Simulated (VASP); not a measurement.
**Pb: single point with PBEsol**

The system is Pb.

```xyz
4
Lattice="3.2198 0.0000 0.0000 -1.6099 2.7884 0.0000 0.0000 0.0000 10.5415" Properties=species:S:1:pos:R:3 pbc="T T T"
Pb    1.6099    0.9295    7.9061
Pb    0.0000    0.0000    5.2708
Pb    0.0000    1.8590    2.6354
Pb    0.0000    0.0000    0.0000
```

| Quantity | Value |
| --- | --- |
| Program | VASP 6.6.1 |
| Task | single point |
| Functional | PBEsol |
| Potentials or basis | VASP PAW PBE potentials, release 64 (Pb_d) |
| Cutoff | 520 eV |
| k mesh | 9 × 9 × 3 |
| Occupations | fermi-dirac, width 0.05 eV |
| Spin | no spin polarisation |
| Dipole correction | no |
| Further INCAR settings | ALGO = Fast; EDIFF = 1e-06; NBANDS = 36 |

```json
{"Pressure": "19.9 GPa", "Band gap on the k mesh": "zero (band 28 reaches 17.47 eV, above the bottom of band 29 at 7.44 eV)"}
```

Levels at points of the mesh, in eV from the Fermi level:
```csv
k point,band 25,band 26,band 27,band 28,band 29,band 30,band 31,band 32
"(0.00, 0.00, 0.00)",-5.70,1.08,1.08,7.00,7.00,8.12,8.12,8.12
```

Run time: 95 s on 1 thread of Intel(R) Xeon(R) Platinum 8259CL CPU @ 2.50GHz (Skylake/Cascade Lake), with other jobs on the host, peak memory 0.22 GiB.

Caveat: the PAW data sets were made with another functional, which shifts forces and pressure a little; spin-orbit coupling is left out, which moves the levels of the heavy elements.
